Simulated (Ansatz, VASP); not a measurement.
## Two plane-wave programs on WC

```
W C
1.0
     2.78448    0.00000    0.00000
    -1.39224    2.41143    0.00000
     0.00000    0.00000    3.05532
W C
1 1
Direct
  0.00000 0.00000 0.00000
  0.66667 0.33333 0.50000
```

Change from the starting cell: strain -0.040 along x and y, +0.080 along z, atoms carried along.

Alike in both runs: task single point; functional PBE; k mesh 18 × 18 × 16; occupations gaussian, width 0.15 eV; no spin polarisation.

|  | VASP | Ansatz |
| --- | --- | --- |
| version | VASP 6.6.1 | Ansatz 0.2.0 |
| potentials or method | VASP PAW PBE potentials, release 64 (W_sv, C), cutoff 520 eV | scalar-relativistic, plane waves, PAW |
| valence electrons in the cell | 18 | 18 |

Ansatz gave:

| Item | Value |
| --- | --- |
| gap on the k mesh at the Fermi level (eV) | none |
| pressure (GPa) | 9.6 |
| traceless stress, the component that is largest in VASP (GPa) | -54.51 |

Question: Estimate VASP's values.

Answer: gap on the k mesh at the Fermi level (eV): none; pressure (GPa): 10.8; traceless stress, the component that is largest in VASP (GPa): -54.50.

A gap of «none» marks a metal or a gap that the smearing closes. With one functional, cell and mesh, what is left measures potentials, basis and numerics.

Spin-orbit coupling is off throughout.
